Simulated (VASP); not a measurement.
Here is a VASP 6.6.1 calculation.

Contents of INCAR:

```
SYSTEM = C10N
PREC = Accurate ; ENCUT = 520
EDIFF = 1E-7 ; ISMEAR = 0
SIGMA = 0.1 ; LREAL = .FALSE.
LASPH = .TRUE. ; NELM = 60
ALGO = Normal ; ISIF = 2
LWAVE = .FALSE. ; LCHARG = .FALSE.
LDIPOL = .TRUE. ; IDIPOL = 3
DIPOL = 0.5 0.5 0.328 ; GGA = PE
NBANDS = 34
```

File KPOINTS:

```
Automatic mesh
0
G
  7 3 1
  0 0 0
```

File POSCAR:

```
C10N
1.0
    4.2718357705      0.0000000000      0.0000000000
   -2.1359178852      8.6110540228      0.0000000000
    0.0000000000      0.0000000000     20.2788015587
C N
10 1
Direct
    0.1564123854      0.9794914374      0.1972503152
    0.8230790520      0.9794914374      0.1972503152
    0.6461581041      0.9589828748      0.2574344417
    0.3128247708      0.9589828748      0.2574344417
    0.1338042381      0.9383827998      0.3175270229
    0.8045779070      0.9383826011      0.3175270277
    0.6222260717      0.9176686260      0.3778997877
    0.2954419668      0.9176686383      0.3778996956
    0.0947392598      0.8987954532      0.4329047980
    0.8040521936      0.8987947219      0.4329053437
    0.5947392598      1.6487954532      0.4413672749
```

Potentials or basis: VASP PAW PBE potentials, release 64 (C, N).

The run is started by

```bash
$ cat potpaw_PBE.64/C/POTCAR potpaw_PBE.64/N/POTCAR > POTCAR
$ mpirun -np 1 vasp_std > vasp.out
```

Predict the band gap on the k mesh.

zero (an odd number of electrons rules out a gap without spin polarisation).

Estimate the largest force.

7.030 eV/Å.

Forces on the atoms (eV/Å):
```
C   -6.943 -0.238  1.078
C    6.850 -0.103  1.128
C   -0.317  0.140 -1.155
C    0.294  0.203 -0.937
C    0.043 -0.051 -0.318
C   -0.181  0.110 -0.029
C   -0.393  0.411 -0.932
C    0.066  0.063  0.262
C    2.677 -0.186 -0.011
C   -2.452 -2.919  0.910
N    0.355  2.569  0.004
```

Caveat: an odd number of electrons without spin polarisation forces a metal; a magnetic or distorted state may lie lower.
